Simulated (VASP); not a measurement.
# B3C2 (P4mm) in VASP: notebook

The runs below take B3C2 through single point, relaxation of cell and atoms, with PBE.

All numbers are computed with VASP 6.6.1; they aren't measurements. Logs are shortened: lines on timing, memory, paths and dates and some standing lists are left out, and cuts for length are marked.

### 1 The cell of the first run

Symmetry: P4mm, No. 99, tetragonal system. Conventional cell: a = 2.789 Å, b = 2.789 Å, c = 4.377 Å, α = 90.00°, β = 90.00°, γ = 90.00°. Within 2.2 Å of B (site symmetry 2mm) lie 4 C at 1.66 to 1.71 Å and 4 B at 1.97 Å. Within 2.0 Å of B (site symmetry 4mm) lie 1 C at 1.53 Å. Within 2.0 Å of C (site symmetry 4mm) lie 5 B at 1.53 to 1.66 Å. Within 2.3 Å of C (site symmetry 4mm) lie 8 B at 1.71 to 2.19 Å.

The cell was generated, and may not be a known phase.

### 2 Single point, PBE

The input, INCAR:

```
PREC = Accurate
ENCUT = 520
EDIFF = 1E-6
ISMEAR = 0
SIGMA = 0.1
LREAL = False
LASPH = True
NELM = 80
ALGO = Normal
ISIF = 2
LWAVE = False
LCHARG = False
GGA = PE
NBANDS = 16
```

The input, KPOINTS:

```
regular mesh
0
Gamma
  6 6 4
```

The input, POSCAR:

```
B3C2
1.0
    2.7887087004      0.0000000000      0.0000000000
    0.0000000000      2.7887087004      0.0000000000
    0.0000000000      0.0000000000      4.3774261140
B C
3 2
Direct
    0.5000000000      0.0000000000      0.9612942103
    0.0000000000      0.5000000000      0.9612942103
    0.0000000000      0.0000000000      0.4054228385
    0.0000000000      0.0000000000      0.7545895964
    0.5000000000      0.5000000000      0.1873990646
```

Potentials or basis: VASP PAW PBE potentials, release 64 (B, C).

Started as:

```sh
> cat potpaw_PBE.64/B/POTCAR potpaw_PBE.64/C/POTCAR > POTCAR
> mpirun -np 1 vasp_std > vasp.out
```

OUTCAR:

```text
PREC = Accurate
   ENCUT = 520
   EDIFF = 1E-6
   ISMEAR = 0
   LREAL = False
   LASPH = True
   NELM = 80
   ISIF = 2
   GGA = PE

 ion  position               nearest neighbor table
   1  0.500  0.000  0.961-   4 1.66   4 1.66   5 1.71   5 1.71   2 1.97   2 1.97   2 1.97   2 1.97

   2  0.000  0.500  0.961-   4 1.66   4 1.66   5 1.71   5 1.71   1 1.97   1 1.97   1 1.97   1 1.97

   3  0.000  0.000  0.405-   4 1.53
   4  0.000  0.000  0.755-   3 1.53   2 1.66   1 1.66   2 1.66   1 1.66
   5  0.500  0.500  0.187-   1 1.71   2 1.71   1 1.71   2 1.71

  LATTYP: Found a simple tetragonal cell.
 ALAT       =     2.7887087004
 C/A-ratio  =     1.5696964381

  Lattice vectors:

 A1 = (   2.7887087004,   0.0000000000,   0.0000000000)
 A2 = (   0.0000000000,   2.7887087004,   0.0000000000)
 A3 = (   0.0000000000,   0.0000000000,   4.3774261140)

Analysis of symmetry for initial positions (statically):
=====================================================================
 Subroutine PRICEL returns:
 Original cell was already a primitive cell.

 Routine SETGRP: Setting up the symmetry group for a
 simple tetragonal supercell.

 Subroutine GETGRP returns: Found  8 space group operations
 (whereof  8 operations were pure point group operations)
 out of a pool of 16 trial point group operations.

The static configuration has the point symmetry C_4v.

Analysis of symmetry for dynamics (positions and initial velocities):
=====================================================================
 Subroutine PRICEL returns:
 Original cell was already a primitive cell.

 Routine SETGRP: Setting up the symmetry group for a
 simple tetragonal supercell.

 Subroutine GETGRP returns: Found  8 space group operations
 (whereof  8 operations were pure point group operations)
 out of a pool of 16 trial point group operations.

The dynamic configuration has the point symmetry C_4v.

 Subroutine INISYM returns: Found  8 space group operations
 (whereof  8 operations are pure point group operations),
 and found     1 'primitive' translations

----------------------------------------------------------------------------------------

                                     Primitive cell

  volume of cell :      34.0428

  direct lattice vectors                    reciprocal lattice vectors
     2.788708700  0.000000000  0.000000000     0.358588905  0.000000000  0.000000000
     0.000000000  2.788708700  0.000000000     0.000000000  0.358588905  0.000000000
     0.000000000  0.000000000  4.377426114     0.000000000  0.000000000  0.228444747

  length of vectors
     2.788708700  2.788708700  4.377426114     0.358588905  0.358588905  0.228444747

  position of ions in fractional coordinates (direct lattice)
     0.500000000  0.000000000  0.961294210
     0.000000000  0.500000000  0.961294210
     0.000000000  0.000000000  0.405422839
     0.000000000  0.000000000  0.754589596
     0.500000000  0.500000000  0.187399065

  ion indices of the primitive-cell ions
   primitive index   ion index
                 1           1
                 2           2
                 3           3
                 4           4
                 5           5

----------------------------------------------------------------------------------------

 KPOINTS: regular mesh

Automatic generation of k-mesh.
 Grid dimensions read from file:
 generate k-points for:    6    6    4

 Generating k-lattice:

  Cartesian coordinates                     Fractional coordinates (reciprocal lattice)
     0.059764818  0.000000000  0.000000000     0.166666667  0.000000000  0.000000000
     0.000000000  0.059764818  0.000000000     0.000000000  0.166666667  0.000000000
     0.000000000  0.000000000  0.057111187     0.000000000  0.000000000  0.250000000

  Length of vectors
     0.059764818  0.059764818  0.057111187

  Shift w.r.t. Gamma in fractional coordinates (k-lattice)
     0.000000000  0.000000000  0.000000000

 Subroutine IBZKPT returns following result:
 ===========================================

 Found     30 irreducible k-points:

 Following reciprocal coordinates:
            Coordinates               Weight
  0.000000  0.000000  0.000000      1.000000
  0.166667  0.000000  0.000000      4.000000
  0.333333  0.000000  0.000000      4.000000
  0.500000  0.000000  0.000000      2.000000
  0.166667  0.166667  0.000000      4.000000
  0.333333  0.166667  0.000000      8.000000
[... 16 lines left out ...]
  0.333333  0.000000  0.500000      4.000000
  0.500000  0.000000  0.500000      2.000000
 [... further k-points ...]
   k-points           NKPTS =     30   k-points in BZ     NKDIM =     30   number of bands    NBANDS=     16
   number of dos      NEDOS =    301   number of ions     NIONS =      5
   total plane-waves  NPLWV =  20736
   dimension x,y,z NGX =    24 NGY =   24 NGZ =   36
   dimension x,y,z NGXF=    48 NGYF=   48 NGZF=   72
   ions per type =               3   2
   NGX,Y,Z   is equivalent  to a cutoff of  14.31, 14.31, 13.67 a.u.
   NGXF,Y,Z  is equivalent  to a cutoff of  28.61, 28.61, 27.34 a.u.
 SYSTEM =  unknown system
   PREC   = accura    normal or accurate (medium, high low for compatibility)
   ISTART =      0    job   : 0-new  1-cont  2-samecut
   ICHARG =      2    charge: 1-file 2-atom 10-const
   ISPIN  =      1    spin polarized calculation?
   LNONCOLLINEAR =      F non collinear calculations
   LSORBIT =      F    spin-orbit coupling
   LASPH  =      T    aspherical Exc in radial PAW
   ENCUT  =  520.0 eV  38.22 Ry    6.18 a.u.   5.19  5.19  8.14*2*pi/ulx,y,z
   NELM   =     80;   NELMIN=  2; NELMDL= -5     # of ELM steps
   EDIFF  = 0.1E-05   stopping-criterion for ELM
   LREAL  =      F    real-space projection
   EDIFFG = 0.1E-04   stopping-criterion for IOM
   NSW    =      0    number of steps for IOM
   IBRION =     -1    ionic relax: 0-MD 1-quasi-New 2-CG
   NFREE  =      0    steps in history (QN), initial steepest desc. (CG)
   ISIF   =      2    stress and relaxation
   ISYM   =      2    0-nonsym 1-usesym 2-fastsym
   POTIM  = 0.5000    time-step for ionic-motion
   TEBEG  =    0.0;   TEEND  =   0.0 temperature during run
   PSTRESS=    0.0 pullay stress
   NELECT =      17.0000    total number of electrons
   NUPDOWN=      -1.0000    fix difference up-down
   EMIN   =  10.00;   EMAX   =-10.00  energy-range for DOS
   EFERMI =   0.00;   METHOD = LEGACY
   ISMEAR =     0;   SIGMA  =   0.10  broadening in eV -4-tet -1-fermi 0-gaus
   EFERMI_NEDOS =   21; number of points for ismear=-14 and -15
   IALGO  =     38    algorithm
   IMIX   =      4    mixing-type and parameters
     AMIX     =   0.40;   BMIX     =  1.00
     AMIX_MAG =   1.60;   BMIX_MAG =  1.00
  volume/ion in A,a.u.               =       6.81        45.95
  Fermi-wavevector in a.u.,A,eV,Ry     =   1.298821  2.454417 22.952171  1.686937
  Thomas-Fermi vector in A             =   2.430125
   LORBIT       =      0    0 simple, 1 ext, 2 COOP (PROOUT), +10 PAW based schemes
   GGA     = PE    functional components
   LHFCALC =     F    Hartree Fock is set to
   AEXX    =    0.0000 exact exchange contribution
   IVDW    =     0    specifies the selected vdW correction
   LEPSILON=     F    determine dielectric tensor
   LRPA    =     F    only Hartree local field effects (RPA)
 non-spin polarized calculation
 Gauss-broadening in eV      SIGMA  =   0.10
  energy-cutoff  :      520.00
  volume of cell :       34.04
 maximum number of plane-waves:       936
 NGX is ok and might be reduce to    24
   NGX = 11   NGY = 11   NGZ = 17

 number of electron      17.0000000 magnetization

 Free energy of the ion-electron system (eV)
  ---------------------------------------------------
  ext. energy  EPLUGINS =         0.00000000
  ---------------------------------------------------
  free energy    TOTEN  =       -33.29262619 eV

  energy without entropy =      -33.28212344  energy(sigma->0) =      -33.28737482

 E-fermi :   9.0676     XC(G=0): -12.1079

 val. band max:        9.0243835728   @ k =   0.3333   0.1667   0.5000
 cond. band min:       9.0832669297   @ k =   0.3333   0.1667   0.2500
 fundamental gap:      0.0588833568
 Fermi energy:         9.0675646107

 k-point     1 :       0.0000    0.0000    0.0000
  band No.  band energies     occupation
      1     -11.5269      2.00000
      2      -5.5731      2.00000
      3      -2.4334      2.00000
      4       0.7599      2.00000
      5       0.7599      2.00000
      6       5.2395      2.00000
[... 8 lines left out ...]
     15      18.9239      0.00000
     16      18.9239      0.00000

 k-point     2 :       0.1667    0.0000    0.0000
  band No.  band energies     occupation
      1     -11.1307      2.00000
      2      -5.3774      2.00000
      3      -2.0867      2.00000
      4      -1.0907      2.00000
      5       1.1921      2.00000
      6       5.0364      2.00000
[... 8 lines left out ...]
     15      17.3294      0.00000
     16      18.9812      0.00000

 k-point     3 :       0.3333    0.0000    0.0000
  band No.  band energies     occupation
      1      -9.9579      2.00000
      2      -5.9096      2.00000
      3      -2.5408      2.00000
      4      -1.1159      2.00000
      5       2.0618      2.00000
      6       2.4365      2.00000
[... 8 lines left out ...]
     15      17.0797      0.00000
     16      17.7296      0.00000

 k-point     4 :       0.5000    0.0000    0.0000
  band No.  band energies     occupation
      1      -8.2607      2.00000
      2      -7.8721      2.00000
      3      -1.7679      2.00000
      4      -0.2618      2.00000
      5       0.1200      2.00000
      6       2.3924      2.00000
[... 8 lines left out ...]
     15      15.8134      0.00000
     16      18.4558      0.00000

 k-point     5 :       0.1667    0.1667    0.0000
  band No.  band energies     occupation
      1     -10.7380      2.00000
      2      -5.1960      2.00000
      3      -1.7483      2.00000
      4      -0.9711      2.00000
      5      -0.3271      2.00000
      6       4.9190      2.00000
[... 8 lines left out ...]
     15      16.9889      0.00000
     16      17.5157      0.00000

 k-point     6 :       0.3333    0.1667    0.0000
  band No.  band energies     occupation
      1      -9.5781      2.00000
      2      -5.6647      2.00000
      3      -2.1753      2.00000
      4      -0.8260      2.00000
      5       0.4945      2.00000
      6       2.1456      2.00000
[... 8 lines left out ...]
     15      16.7143      0.00000
     16      18.3025      0.00000
[... 267 lines left out ...]
 k-point    21 :       0.0000    0.0000    0.5000
  band No.  band energies     occupation
      1     -11.1788      2.00000
      2      -7.3493      2.00000
      3       1.0238      2.00000
      4       1.0238      2.00000
      5       1.3885      2.00000
      6       2.9848      2.00000
[... 8 lines left out ...]
     15      17.3518      0.00000
     16      17.3518      0.00000

 k-point    22 :       0.1667    0.0000    0.5000
  band No.  band energies     occupation
      1     -10.7894      2.00000
      2      -7.0010      2.00000
      3      -1.2900      2.00000
      4       1.4535      2.00000
      5       1.6159      2.00000
      6       3.5891      2.00000
[... 8 lines left out ...]
     15      16.6322      0.00000
     16      16.9926      0.00000

 k-point    23 :       0.3333    0.0000    0.5000
  band No.  band energies     occupation
      1      -9.6395      2.00000
      2      -6.4029      2.00000
      3      -3.8090      2.00000
      4      -0.0995      2.00000
      5       2.6822      2.00000
      6       2.8768      2.00000
[... 8 lines left out ...]
     15      16.2946      0.00000
     16      18.1087      0.00000

 k-point    24 :       0.5000    0.0000    0.5000
  band No.  band energies     occupation
      1      -7.9947      2.00000
      2      -7.6536      2.00000
      3      -3.6307      2.00000
      4      -2.0133      2.00000
      5       2.9890      2.00000
      6       4.2332      2.00000
[... 8 lines left out ...]
     15      16.4313      0.00000
     16      19.3195      0.00000

 [... further k-points ...]

------------------------ aborting loop because EDIFF is reached ----------------------------------------

  FORCE on cell =-STRESS in cart. coord.  units (eV):
  Direction    XX          YY          ZZ          XY          YZ          ZX
  --------------------------------------------------------------------------------------
  -------------------------------------------------------------------------------------
  Total       -0.0469707     -0.0469707     -0.0193410      0.0000000      0.0000000      0.0000000
  in kB       -2.2106120     -2.2106120     -0.9102587      0.0000000      0.0000000      0.0000000
  external PRESSURE =      -1.7771609 kB  Pullay stress =       0.0000000 kB

 VOLUME and BASIS-vectors are now :
 -----------------------------------------------------------------------------
  energy-cutoff  :      520.00
  volume of cell :       34.04
      direct lattice vectors                 reciprocal lattice vectors
     2.788708700  0.000000000  0.000000000     0.358588905  0.000000000  0.000000000
     0.000000000  2.788708700  0.000000000     0.000000000  0.358588905  0.000000000
     0.000000000  0.000000000  4.377426114     0.000000000  0.000000000  0.228444747

 POSITION                                       TOTAL-FORCE (eV/Angst)
 -----------------------------------------------------------------------------------
      1.39435      0.00000      4.20799        -0.000000     -0.000000      0.017255
      0.00000      1.39435      4.20799        -0.000000     -0.000000      0.017255
      0.00000      0.00000      1.77471        -0.000000     -0.000000     -0.025235
      0.00000      0.00000      3.30316         0.000000     -0.000000     -0.028090
      1.39435      1.39435      0.82033        -0.000000      0.000000      0.018814
 -----------------------------------------------------------------------------------
    total drift:                                0.000000      0.000000     -0.000007

  FREE ENERGIE OF THE ION-ELECTRON SYSTEM (eV)
  ---------------------------------------------------
  free  energy   TOTEN  =       -33.2926261879 eV

  energy  without entropy=      -33.2821234438  energy(sigma->0) =      -33.28737482
```

Run time: 23 s. Hardware: 1 thread of Intel Xeon 8259CL, shared host; peak memory 0.15 GiB.

Results:

* Free energy: -33.2926 eV
* Pressure: -0.2 GPa
* Largest force: 0.028 eV/Å
* Band gap on the k mesh: zero (an odd number of electrons rules out a gap without spin polarisation)

Forces in eV/Å, atoms in the order of the input:
```
B    0.000  0.000  0.017
B    0.000  0.000  0.017
B    0.000  0.000 -0.025
C    0.000  0.000 -0.028
C    0.000  0.000  0.019
```

Levels at points of the mesh, in eV from the Fermi level:
```
           k point  band 5  band 6  band 7  band 8  band 9  band 10  band 11  band 12
(0.00, 0.00, 0.00)   -8.31   -3.83   -1.50   -1.50    0.53     1.81     2.47     2.47
(0.50, 0.00, 0.00)   -8.95   -6.68   -5.05   -4.40    1.49     3.48     3.88     4.07
(0.50, 0.50, 0.00)   -8.70   -7.11   -7.11   -4.78   -3.69    -0.97    -0.97     2.49
(0.00, 0.00, 0.50)   -7.68   -6.08   -2.93   -2.93    0.04     2.13     2.77     3.62
(0.50, 0.00, 0.50)   -6.08   -4.83   -4.35   -3.64    0.47     2.04     2.46     3.08
(0.50, 0.50, 0.50)   -9.43   -8.66   -8.66   -5.46   -1.92     1.86     1.86     4.94
```

Caveat: the k points lie up to 0.38 Å⁻¹ apart, too coarse for converged energies and pressures of a metal; an odd number of electrons without spin polarisation forces a metal; a magnetic or distorted state may lie lower.

(Part 1 of 3 ends here.)

The gap in the log of VASP goes by the Fermi energy; the results here count the filled bands.